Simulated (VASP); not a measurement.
A run of VASP 6.6.1:

The input INCAR:

```
PREC     = Accurate       # precision mode
ENCUT    = 520            # plane-wave cutoff, eV
EDIFF    = 1E-6           # SCF threshold, eV
ISMEAR   = -1             # smearing method
SIGMA    = 0.1            # smearing width, eV
LREAL    = False          # projectors in reciprocal space
LASPH    = True           # aspherical terms in the spheres
NELM     = 80             # most SCF steps
ALGO     = Normal         # electronic algorithm
ISIF     = 2              # what is computed and relaxed
LWAVE    = False          # write WAVECAR
LCHARG   = False          # write CHGCAR
GGA      = RP             # functional
NBANDS   = 8              # bands
```

Contents of KPOINTS:

```
regular mesh
0
Gamma
  12 12 12
```

Contents of POSCAR:

```
Al
1.0
    2.7393235938      0.0000000000      0.0000000000
    0.0000000000      2.7393235938      0.0000000000
    0.0000000000      0.0000000000      2.7393235938
Al
1
Direct
    0.0000000000      0.0000000000      0.0000000000
```

Potentials or basis: VASP PAW PBE potentials, release 64 (Al).

Run with:

```sh
$ cat potpaw_PBE.64/Al/POTCAR > POTCAR
$ mpirun -np 1 vasp_std > vasp.out
```

Hardware: 1 thread of AMD EPYC 9R45 96-Core Processor (Zen 5) (shared host).

Task: Estimate the wall time of this run.

Result: Wall time 3.9 s on 1 thread of AMD EPYC 9R45 96-Core Processor (Zen 5), on a shared host, peak memory 0.09 GiB. Counts: scf iterations 10, k points 84.
